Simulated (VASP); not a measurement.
# ZrC (Fm-3m) in VASP: a series of runs

Runs on ZrC. Level: PBE. Tasks: single point.

Program: VASP 6.6.1. These are calculated values, not measurements. Logs are shortened: lines on timing, memory, paths and dates and some standing lists are left out, and cuts for length are marked.

## Step 1: The cell of the first run

The structure is cubic, space group Fm-3m (No. 225). Conventional cell: a = 4.709 Å, b = 4.709 Å, c = 4.709 Å, α = 90.00°, β = 90.00°, γ = 90.00°. Within 3.1 Å of Zr (site symmetry m-3m) lie 6 C at 2.35 Å. C (site symmetry m-3m) has 6 Zr at 2.35 Å within 3.1 Å.

## Step 2: Single point, PBE

File INCAR:

```
  PREC = Accurate
  ENCUT = 520
  EDIFF = 1E-6
  ISMEAR = 0
  SIGMA = 0.1
  LREAL = F
  LASPH = T
  NELM = 100
  ALGO = Normal
  ISIF = 2
  LWAVE = F
  LCHARG = T
  GGA = PE
  LELF = T
  LVHAR = T
  NBANDS = 15
```

File KPOINTS:

```
Automatic mesh
0
Gamma
  20 20 20
```

File POSCAR:

```
ZrC
1.0
    0.0000000000      2.3543844924      2.3543844924
    2.3543844924      0.0000000000      2.3543844924
    2.3543844924      2.3543844924      0.0000000000
Zr C
1 1
Direct
    0.5000000000      0.5000000000      0.5000000000
    0.0000000000      0.0000000000      0.0000000000
```

Potentials or basis: VASP PAW PBE potentials, release 64 (Zr_sv, C).

Command:

```bash
$ cat potpaw_PBE.64/Zr_sv/POTCAR potpaw_PBE.64/C/POTCAR > POTCAR
$ mpirun -np 1 vasp_std > vasp.out
```

OUTCAR:

```text
PREC = Accurate
   ENCUT = 520
   EDIFF = 1E-6
   ISMEAR = 0
   LREAL = F
   LASPH = T
   NELM = 100
   ISIF = 2
   GGA = PE

 ion  position               nearest neighbor table
   1  0.500  0.500  0.500-   2 2.35   2 2.35   2 2.35   2 2.35   2 2.35   2 2.35
   2  0.000  0.000  0.000-   1 2.35   1 2.35   1 2.35   1 2.35   1 2.35   1 2.35

  LATTYP: Found a face centered cubic cell.
 ALAT       =     4.7087689848

  Lattice vectors:

 A1 = (   0.0000000000,   2.3543844924,   2.3543844924)
 A2 = (   2.3543844924,   0.0000000000,   2.3543844924)
 A3 = (   2.3543844924,   2.3543844924,   0.0000000000)

Analysis of symmetry for initial positions (statically):
=====================================================================
 Subroutine PRICEL returns:
 Original cell was already a primitive cell.

 Routine SETGRP: Setting up the symmetry group for a
 face centered cubic supercell.

 Subroutine GETGRP returns: Found 48 space group operations
 (whereof 48 operations were pure point group operations)
 out of a pool of 48 trial point group operations.

The static configuration has the point symmetry O_h .

Analysis of symmetry for dynamics (positions and initial velocities):
=====================================================================
 Subroutine PRICEL returns:
 Original cell was already a primitive cell.

 Routine SETGRP: Setting up the symmetry group for a
 face centered cubic supercell.

 Subroutine GETGRP returns: Found 48 space group operations
 (whereof 48 operations were pure point group operations)
 out of a pool of 48 trial point group operations.

The dynamic configuration has the point symmetry O_h .

 Subroutine INISYM returns: Found 48 space group operations
 (whereof 48 operations are pure point group operations),
 and found     1 'primitive' translations

----------------------------------------------------------------------------------------

                                     Primitive cell

  volume of cell :      26.1013

  direct lattice vectors                    reciprocal lattice vectors
     0.000000000  2.354384492  2.354384492    -0.212369730  0.212369730  0.212369730
     2.354384492  0.000000000  2.354384492     0.212369730 -0.212369730  0.212369730
     2.354384492  2.354384492  0.000000000     0.212369730  0.212369730 -0.212369730

  length of vectors
     3.329602480  3.329602480  3.329602480     0.367835163  0.367835163  0.367835163

  position of ions in fractional coordinates (direct lattice)
     0.500000000  0.500000000  0.500000000
     0.000000000  0.000000000  0.000000000

  ion indices of the primitive-cell ions
   primitive index   ion index
                 1           1
                 2           2

----------------------------------------------------------------------------------------

 KPOINTS: Automatic mesh

Automatic generation of k-mesh.
 Grid dimensions read from file:
 generate k-points for:   20   20   20

 Generating k-lattice:

  Cartesian coordinates                     Fractional coordinates (reciprocal lattice)
    -0.010618487  0.010618487  0.010618487     0.050000000  0.000000000  0.000000000
     0.010618487 -0.010618487  0.010618487     0.000000000  0.050000000  0.000000000
     0.010618487  0.010618487 -0.010618487     0.000000000  0.000000000  0.050000000

  Length of vectors
     0.018391758  0.018391758  0.018391758

  Shift w.r.t. Gamma in fractional coordinates (k-lattice)
     0.000000000  0.000000000  0.000000000

 Subroutine IBZKPT returns following result:
 ===========================================

 Found    256 irreducible k-points:

 Following reciprocal coordinates:
            Coordinates               Weight
  0.000000  0.000000  0.000000      1.000000
  0.050000  0.000000  0.000000      8.000000
  0.100000  0.000000  0.000000      8.000000
  0.150000  0.000000  0.000000      8.000000
  0.200000  0.000000  0.000000      8.000000
  0.250000  0.000000  0.000000      8.000000
[... 16 lines left out ...]
 -0.400000  0.050000  0.000000     24.000000
 -0.350000  0.050000  0.000000     24.000000
 [... further k-points ...]
   k-points           NKPTS =    256   k-points in BZ     NKDIM =    256   number of bands    NBANDS=     15
   number of dos      NEDOS =    301   number of ions     NIONS =      2
   total plane-waves  NPLWV =  21952
   dimension x,y,z NGX =    28 NGY =   28 NGZ =   28
   dimension x,y,z NGXF=    56 NGYF=   56 NGZF=   56
   ions per type =               1   1
   NGX,Y,Z   is equivalent  to a cutoff of  13.98, 13.98, 13.98 a.u.
   NGXF,Y,Z  is equivalent  to a cutoff of  27.96, 27.96, 27.96 a.u.
 SYSTEM =  unknown system
   PREC   = accura    normal or accurate (medium, high low for compatibility)
   ISTART =      0    job   : 0-new  1-cont  2-samecut
   ICHARG =      2    charge: 1-file 2-atom 10-const
   ISPIN  =      1    spin polarized calculation?
   LNONCOLLINEAR =      F non collinear calculations
   LSORBIT =      F    spin-orbit coupling
   LASPH  =      T    aspherical Exc in radial PAW
   ENCUT  =  520.0 eV  38.22 Ry    6.18 a.u.   6.19  6.19  6.19*2*pi/ulx,y,z
   NELM   =    100;   NELMIN=  2; NELMDL= -5     # of ELM steps
   EDIFF  = 0.1E-05   stopping-criterion for ELM
   LREAL  =      F    real-space projection
[... 7 lines left out ...]
   TEBEG  =    0.0;   TEEND  =   0.0 temperature during run
   PSTRESS=    0.0 pullay stress
   NELECT =      16.0000    total number of electrons
   NUPDOWN=      -1.0000    fix difference up-down
   EMIN   =  10.00;   EMAX   =-10.00  energy-range for DOS
   EFERMI =   0.00;   METHOD = LEGACY
   ISMEAR =     0;   SIGMA  =   0.10  broadening in eV -4-tet -1-fermi 0-gaus
   EFERMI_NEDOS =   21; number of points for ismear=-14 and -15
   IALGO  =     38    algorithm
   IMIX   =      4    mixing-type and parameters
     AMIX     =   0.40;   BMIX     =  1.00
     AMIX_MAG =   1.60;   BMIX_MAG =  1.00
  volume/ion in A,a.u.               =      13.05        88.07
  Fermi-wavevector in a.u.,A,eV,Ry     =   1.390681  2.628006 26.313571  1.933993
  Thomas-Fermi vector in A             =   2.514592
   LORBIT       =      0    0 simple, 1 ext, 2 COOP (PROOUT), +10 PAW based schemes
   GGA     = PE    functional components
   LHFCALC =     F    Hartree Fock is set to
   AEXX    =    0.0000 exact exchange contribution
   IVDW    =     0    specifies the selected vdW correction
   LEPSILON=     F    determine dielectric tensor
   LRPA    =     F    only Hartree local field effects (RPA)
 non-spin polarized calculation
 Gauss-broadening in eV      SIGMA  =   0.10
  energy-cutoff  :      520.00
  volume of cell :       26.10
 maximum number of plane-waves:       725
 NGX is ok and might be reduce to    28
   NGX = 13   NGY = 13   NGZ = 13

 number of electron      16.0000000 magnetization

 Free energy of the ion-electron system (eV)
  ---------------------------------------------------
  ext. energy  EPLUGINS =         0.00000000
  ---------------------------------------------------
  free energy    TOTEN  =       -19.46268619 eV

  energy without entropy =      -19.46129027  energy(sigma->0) =      -19.46198823

 E-fermi :   9.5703     XC(G=0): -12.1071

 val. band max:        9.5648142738   @ k =   0.4500   0.4500   0.0000
 cond. band min:       9.5874326707   @ k =   0.4500   0.4000   0.0000
 fundamental gap:      0.0226183968
 Fermi energy:         9.5702720823

 k-point     1 :       0.0000    0.0000    0.0000
  band No.  band energies     occupation
      1     -38.5748      2.00000
      2     -16.2887      2.00000
      3     -16.2887      2.00000
      4     -16.2887      2.00000
      5      -1.7360      2.00000
      6      10.4853      0.00000
      7      10.4853      0.00000
      8      10.4853      0.00000
      9      10.6435      0.00000
     10      10.6435      0.00000
     11      10.6435      0.00000
     12      12.3482      0.00000
     13      12.3482      0.00000
     14      16.7995      0.00000
     15      20.0061      0.00000

 k-point     2 :       0.0500    0.0000    0.0000
  band No.  band energies     occupation
      1     -38.5724      2.00000
      2     -16.3108      2.00000
      3     -16.2906      2.00000
      4     -16.2906      2.00000
      5      -1.6793      2.00000
      6       9.9216      0.00000
      7      10.0900      0.00000
      8      10.0900      0.00000
      9      10.8102      0.00000
     10      10.8102      0.00000
     11      11.0744      0.00000
     12      12.6942      0.00000
     13      12.6942      0.00000
     14      16.9260      0.00000
     15      20.1630      0.00000

 k-point     3 :       0.1000    0.0000    0.0000
  band No.  band energies     occupation
      1     -38.5654      2.00000
      2     -16.3744      2.00000
      3     -16.2962      2.00000
      4     -16.2962      2.00000
      5      -1.5128      2.00000
      6       9.1879      2.00000
      7       9.4811      1.79268
      8       9.4811      1.79267
      9      11.0131      0.00000
     10      11.0131      0.00000
     11      11.4480      0.00000
     12      13.4484      0.00000
     13      13.4484      0.00000
     14      17.2715      0.00000
     15      20.6090      0.00000
[... 343 lines left out ...]
 k-point    23 :      -0.4000    0.0500    0.0000
  band No.  band energies     occupation
      1     -38.4813      2.00000
      2     -17.0661      2.00000
      3     -16.3822      2.00000
      4     -16.3582      2.00000
      5       0.9519      2.00000
      6       4.7189      2.00000
      7       6.7435      2.00000
      8       6.8552      2.00000
      9      13.5164      0.00000
     10      13.5609      0.00000
     11      14.2848      0.00000
     12      17.1334      0.00000
     13      18.6771      0.00000
     14      19.3825      0.00000
     15      23.0671      0.00000

 k-point    24 :      -0.3500    0.0500    0.0000
  band No.  band energies     occupation
      1     -38.4911      2.00000
      2     -16.9900      2.00000
      3     -16.3775      2.00000
      4     -16.3473      2.00000
      5       0.5659      2.00000
      6       5.2172      2.00000
      7       6.9119      2.00000
      8       7.0855      2.00000
      9      13.0361      0.00000
     10      13.0838      0.00000
     11      13.8575      0.00000
     12      17.6221      0.00000
     13      18.1492      0.00000
     14      18.8182      0.00000
     15      23.6845      0.00000

 [... further k-points ...]
[... 5 lines left out ...]
  --------------------------------------------------------------------------------------
  -------------------------------------------------------------------------------------
  Total        0.0404751      0.0404751      0.0404751     -0.0000000      0.0000000     -0.0000000
  in kB        2.4844834      2.4844834      2.4844834     -0.0000000      0.0000000     -0.0000000
  external PRESSURE =       2.4844834 kB  Pullay stress =       0.0000000 kB

 VOLUME and BASIS-vectors are now :
 -----------------------------------------------------------------------------
  energy-cutoff  :      520.00
  volume of cell :       26.10
      direct lattice vectors                 reciprocal lattice vectors
     0.000000000  2.354384492  2.354384492    -0.212369730  0.212369730  0.212369730
     2.354384492  0.000000000  2.354384492     0.212369730 -0.212369730  0.212369730
     2.354384492  2.354384492  0.000000000     0.212369730  0.212369730 -0.212369730

 POSITION                                       TOTAL-FORCE (eV/Angst)
 -----------------------------------------------------------------------------------
      2.35438      2.35438      2.35438        -0.000000     -0.000000     -0.000000
      0.00000      0.00000      0.00000         0.000000      0.000000      0.000000
 -----------------------------------------------------------------------------------
    total drift:                                0.000000      0.000000      0.000000

  FREE ENERGIE OF THE ION-ELECTRON SYSTEM (eV)
  ---------------------------------------------------
  free  energy   TOTEN  =       -19.4626861873 eV

  energy  without entropy=      -19.4612902661  energy(sigma->0) =      -19.46198823
```

It took 51 s on 1 thread of Intel Xeon 6975P-C (Granite Rapids), shared host; peak memory 0.23 GiB.

What came out:

* Free energy: -19.4627 eV
* Pressure: 0.2 GPa
* Band gap on the k mesh: zero (band 8 reaches 10.49 eV, above the bottom of band 9 at 9.18 eV)

Levels at points of the mesh, in eV from the Fermi level:
```
           k point  band 5  band 6  band 7  band 8  band 9  band 10  band 11  band 12
(0.00, 0.00, 0.00)  -11.31    0.92    0.92    0.92    1.07     1.07     1.07     2.78
(0.50, 0.00, 0.00)   -8.26   -5.29   -2.93   -2.93    4.45     4.45     5.28     6.49
(0.50, 0.50, 0.00)  -10.14   -2.09   -1.76    0.04    0.04     4.40     5.61     5.61
```

[end of part 1 of 2]
